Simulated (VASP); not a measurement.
A run of VASP 6.6.1:

File INCAR:

```
SYSTEM = Hf3H
PREC = Accurate
ENCUT = 520
EDIFF = 1E-6
ISMEAR = 0
SIGMA = 0.2
LREAL = .False.
LASPH = .True.
NELM = 100
ALGO = Normal
ISIF = 2
LWAVE = .False.
LCHARG = .False.
GGA = PE
NBANDS = 41
```

Contents of KPOINTS:

```
Automatic mesh
0
Gamma
  4 4 3
  0 0 0
```

File POSCAR:

```
Hf3H
1.0
    5.5837321158      0.0000000000      0.0000000000
   -2.7918660579      4.8356538602      0.0000000000
    0.0000000000      0.0000000000      5.1183245055
Hf H
6 2
Direct
    0.0000000000      0.6716881670      0.5000000000
    0.6716881670      0.6716881670      0.0000000000
    0.6716881670      0.0000000000      0.5000000000
    0.3283118330      0.3283118330      0.5000000000
    0.0000000000      0.3283118330      0.0000000000
    0.3283118330      0.0000000000      0.0000000000
    0.6666666667      0.3333333333      0.7500000000
    0.3333333333      0.6666666667      0.2500000000
```

Potentials or basis: VASP PAW PBE potentials, release 64 (Hf_pv, H).

Launch:

```sh
$ cat potpaw_PBE.64/Hf_pv/POTCAR potpaw_PBE.64/H/POTCAR > POTCAR
$ mpirun -np 1 vasp_std > vasp.out
```

Hardware: 1 thread of Intel(R) Xeon(R) 6975P-C (Granite Rapids), with other jobs on the host.

**Question.** Estimate the wall time of this run.

**Answer.** Run time: 26 s on 1 thread of Intel(R) Xeon(R) 6975P-C (Granite Rapids), with other jobs on the host, peak memory 0.25 GiB. Counts: scf iterations 14, k points 8.
